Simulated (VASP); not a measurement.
Write the native input for VASP 6.6.1 that does the following.

```yaml
Task: single point
Functional: PBE
Potentials_or_basis: VASP PAW PBE potentials, release 64 (Rb_sv, Cl)
Cutoff: 520 eV
k_mesh: 6 × 6 × 8
Occupations: gaussian, width 0.1 eV
Spin: no spin polarisation
Dipole_correction: no
Further_INCAR_settings: ALGO = Normal; EDIFF = 1e-07; NBANDS = 40
```

The structure of RbCl3 lies in POSCAR:

```
RbCl3
1.0
    6.2692383659      0.0000000000      0.0000000000
   -3.1346191829      5.4293196872      0.0000000000
    0.0000000000      0.0000000000      7.2501486958
Rb Cl
2 6
Direct
    0.3333333333      0.6666666667      0.2500000000
    0.6666666667      0.3333333333      0.7500000000
    0.8299070072      0.6598140143      0.2500000000
    0.1700929928      0.8299070072      0.7500000000
    0.3401859857      0.1700929928      0.2500000000
    0.1700929928      0.3401859857      0.7500000000
    0.8299070072      0.1700929928      0.2500000000
    0.6598140143      0.8299070072      0.7500000000
```

The input as run:

INCAR

```
SYSTEM = RbCl3
PREC = Accurate
ENCUT = 520
EDIFF = 1E-7
ISMEAR = 0
SIGMA = 0.1
LREAL = .FALSE.
LASPH = .TRUE.
NELM = 100
ALGO = Normal
ISIF = 2
LWAVE = .FALSE.
LCHARG = .TRUE.
GGA = PE
LELF = .TRUE.
LVHAR = .TRUE.
NBANDS = 40
```

KPOINTS

```
regular mesh
0
G
  6 6 8
  0 0 0
```

Potentials or basis: VASP PAW PBE potentials, release 64 (Rb_sv, Cl).

Run with:

```sh
$ cat potpaw_PBE.64/Rb_sv/POTCAR potpaw_PBE.64/Cl/POTCAR > POTCAR
$ mpirun -np 1 vasp_std > vasp.out
```

Results of the run:

```
Pressure               : 0.0 GPa
Band gap on the k mesh : zero (bands 30 and 31 overlap by 0.62 eV)
```

Run time: 3.5 min on 1 thread of Intel(R) Xeon(R) Platinum 8375C CPU @ 2.90GHz (Ice Lake), with other jobs on the host, peak memory 0.49 GiB.
